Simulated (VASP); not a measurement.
Runs of VASP 6.6.1 on LuH2. The structure is that of space group Fm-3m (No. 225), or close to it. The cells are those of the table. 

```csv
cell,gap on the mesh (eV),pressure (GPa)
"a = 3.507 Å, angles 60.0°, 3 atoms",none,(b)
"a = 3.554 Å, angles 60.0°, 3 atoms",none,-1.4
"a = 3.577 Å, angles 60.0°, 3 atoms",none,(a)
"a = 3.530 Å, angles 60.0°, 3 atoms",none,0.7
"a = 3.483 Å, angles 60.0°, 3 atoms",none,4.9
```

Alike in all rows: task single point; level r2SCAN; potentials or basis VASP PAW PBE potentials, release 64 (Lu, H); no spin polarisation; k mesh 14 × 14 × 14; cutoff (eV) 520; smearing gaussian 0.05 eV.

Question: Estimate the missing entries.

Answer: (a) -3.0; (b) 2.6.

Caveats: the PAW data sets were made with another functional, which shifts forces and pressure a little; spin-orbit coupling is left out, which moves the levels of the heavy elements; the cell stands under tension (at least some runs); the cell stands under pressure (at least some runs).

A k mesh can miss the band edges, and the runs leave out spin-orbit coupling on Lu.

A gap of «none» marks levels without a gap at the run's occupations.
